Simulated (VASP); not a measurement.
Runs of VASP 6.6.1 on Ge2N. The structure is that of space group P6/mmm (No. 191), or close to it. The cells are those of the table. 

```csv
task,cell,k mesh,cutoff (eV),gap on the mesh (eV),pressure (GPa),relaxed volume (Å³/atom)
single point,"a = 4.242, b = 4.242, c = 2.937 Å, angles 90.0, 90.0, 120.0°, 3 atoms",6 × 6 × 6,520,none,0.0,-
single point,"a = 4.305, b = 4.305, c = 2.824 Å, angles 90.0, 90.0, 120.0°, 3 atoms",12 × 12 × 16,520,none,0.0,-
single point,"a = 3.494, b = 3.494, c = 3.773 Å, angles 90.0, 90.0, 120.0°, 3 atoms",6 × 6 × 6,520,none,58.4,-
relaxation of cell and atoms,"relaxed from a = 3.494, b = 3.494, c = 3.773 Å, angles 90.0, 90.0, 120.0°, 3 atoms",6 × 6 × 4,600,none,0.1,15.37
relaxation of cell and atoms,"relaxed from a = 4.182, b = 4.182, c = 3.058 Å, angles 90.0, 90.0, 120.0°, 3 atoms",6 × 6 × 6,600,none,0.2,(a)
single point,"a = 4.182, b = 4.182, c = 3.058 Å, angles 90.0, 90.0, 120.0°, 3 atoms",6 × 6 × 4,520,none,0.0,-
```

Alike in all rows: level PBE; potentials or basis VASP PAW PBE potentials, release 64 (Ge_d, N); no spin polarisation; smearing gaussian 0.1 eV.

Task: Estimate the missing entries.

Result: (a) 15.18.

Caveats: some runs use coarse meshes; the volume moved by over 15 % at a fixed basis, so the end points are rough (some runs).

A k mesh can miss the band edges, and the runs leave out spin-orbit coupling on Ge.

A gap of «none» marks levels without a gap at the run's occupations.
